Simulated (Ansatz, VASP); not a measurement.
One calculation of Si, two programs

```xyz
4
Lattice="4.1378 0.0000 0.0000 -2.0689 3.5835 0.0000 0.0000 0.0000 6.8392" Properties=species:S:1:pos:R:3 pbc="T T T"
Si    0.0000    2.3890    0.4309
Si    2.0689    1.1945    3.8506
Si    0.0000    2.3890    2.9887
Si    2.0689    1.1945    6.4083
```

Change from the starting cell: strain +0.080 along x and y, +0.080 along z, atoms carried along.

Alike in both runs: task single point; functional LDA; k mesh 12 × 12 × 6; occupations gaussian, width 0.03 eV; no spin polarisation.

|  | VASP | Ansatz |
| --- | --- | --- |
| version | VASP 6.6.1 | Ansatz 0.2.0 |
| potentials or method | VASP PAW LDA potentials, release 64 (Si), cutoff 520 eV | scalar-relativistic, plane waves, PAW |
| valence electrons in the cell | 16 | 16 |

```csv
,VASP,Ansatz,Ansatz less VASP
gap on the k mesh at the Fermi level (eV),0.31,0.30,-0.008
least direct gap on the mesh (eV),0.31,0.30,-0.008
pressure (GPa),-13.9,-13.9,+0.01
rms of the force components (eV/Å),0.046,0.046,0.0000
```

LDA's correlation is that of Perdew and Zunger in VASP and of Perdew and Wang (1992) in Ansatz. Atom by atom the forces differ by 0.000 eV/Å (rms over components).
